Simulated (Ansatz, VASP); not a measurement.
SnO: VASP beside Ansatz

```
CELL_PARAMETERS angstrom
3.79860 0.00000 0.00000
0.00000 3.79860 0.00000
0.00000 0.00000 4.84080
ATOMIC_POSITIONS crystal
Sn 0.50000 0.00000 0.23690
Sn 0.00000 0.50000 0.76310
O 0.00000 0.00000 0.00000
O 0.50000 0.50000 0.00000
```

Alike in both runs: task relaxation of cell and atoms; functional LDA; k mesh 8 × 8 × 7; occupations fermi-dirac, width 0.1 eV; no spin polarisation.

|  | VASP | Ansatz |
| --- | --- | --- |
| version | VASP 6.6.1 | Ansatz 0.2.0 |
| potentials or method | VASP PAW LDA potentials, release 64 (Sn_d, O), cutoff 600 eV | PAW plane waves |
| valence electrons in the cell | 40 | 40 |

|  | VASP | Ansatz | Ansatz less VASP |
| --- | --- | --- | --- |
| gap on the k mesh at the Fermi level, each at its own relaxed structure (eV) | none | none | - |
| relaxed volume (Å³/atom) | 16.38 | 16.46 | +0.080 |
| relaxed cell length with the largest relative difference (Å) | 4.624 | 4.651 | +0.0271 |

Ansatz warns that its potentials were made for another functional, while VASP's fit it. LDA's correlation is that of Perdew and Zunger in VASP and of Perdew and Wang (1992) in Ansatz. A gap of «none» marks a metal or a gap that the smearing closes.
